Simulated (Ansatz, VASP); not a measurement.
One calculation of Ti3Al, two programs

INCAR

```
SYSTEM = Ti3Al
PREC = Accurate
ENCUT = 520
EDIFF = 1E-6
ISMEAR = 0
SIGMA = 0.15
LREAL = .False.
LASPH = .True.
NELM = 100
ALGO = Fast
ISIF = 2
LWAVE = .False.
LCHARG = .False.
GGA = PE
NBANDS = 28
```

KPOINTS

```
Automatic mesh
0
Gamma
  15 15 6
  0 0 0
```

File POSCAR:

```
Ti3Al
1.0
    2.9041494217      0.0000000000      0.0000000000
   -1.4520747109      2.5150671756      0.0000000000
    0.0000000000      0.0000000000      9.3949233792
Ti Al
3 1
Direct
    0.6666666667      0.3333333333      0.0000000000
    0.3333333333      0.6666666667      0.7558737898
    0.3333333333      0.6666666667      0.2441262102
    0.6666666667      0.3333333333      0.5000000000
```

Input for Ansatz:

```yaml
crystal:
  lattice:
    - [2.9041494217, 0.0, 0.0]
    - [-1.4520747109, 2.5150671756, 0.0]
    - [0.0, 0.0, 9.3949233792]
  atoms:
    - { symbol: Ti, position: [0.6666666667, 0.3333333333, 0.0] }
    - { symbol: Ti, position: [0.3333333333, 0.6666666667, 0.7558737898] }
    - { symbol: Ti, position: [0.3333333333, 0.6666666667, 0.2441262102] }
    - { symbol: Al, position: [0.6666666667, 0.3333333333, 0.5] }
basis:
  ecutwfc: 520.0
kpoints:
  mp_grid: { grid: [15, 15, 6] }
hamiltonian:
  xc: pbe
  pseudopotentials: { kind: paw, azcp: { folder: soft_1 } }
scf:
  occupations: { method: gaussian, width: 0.15 }
output:
  forces: true
  stress: true
  eigenvalues: true
```

Alike in both runs: task single point; functional PBE; k mesh 15 × 15 × 6; occupations gaussian, width 0.15 eV; no spin polarisation.

```csv
,VASP,Ansatz
version,VASP 6.6.1,Ansatz 0.2.0
potentials or method,"VASP PAW PBE potentials, release 64 (Ti_sv, Al), cutoff 520 eV","scalar-relativistic, plane waves, PAW"
valence electrons in the cell,39,39
```

Ansatz gave:

```
gap on the k mesh at the Fermi level (eV)                     : none
pressure (GPa)                                                : 0.2
traceless stress, the component that is largest in VASP (GPa) : -3.06
rms of the force components (eV/Å)                            : 0.172
```

Q: What did VASP give for the same quantities?

A: gap on the k mesh at the Fermi level (eV): none; pressure (GPa): 0.0; traceless stress, the component that is largest in VASP (GPa): -3.02; rms of the force components (eV/Å): 0.168.

Atom by atom the forces differ by 0.004 eV/Å (rms over components). A gap of «none» marks a metal or a gap that the smearing closes.
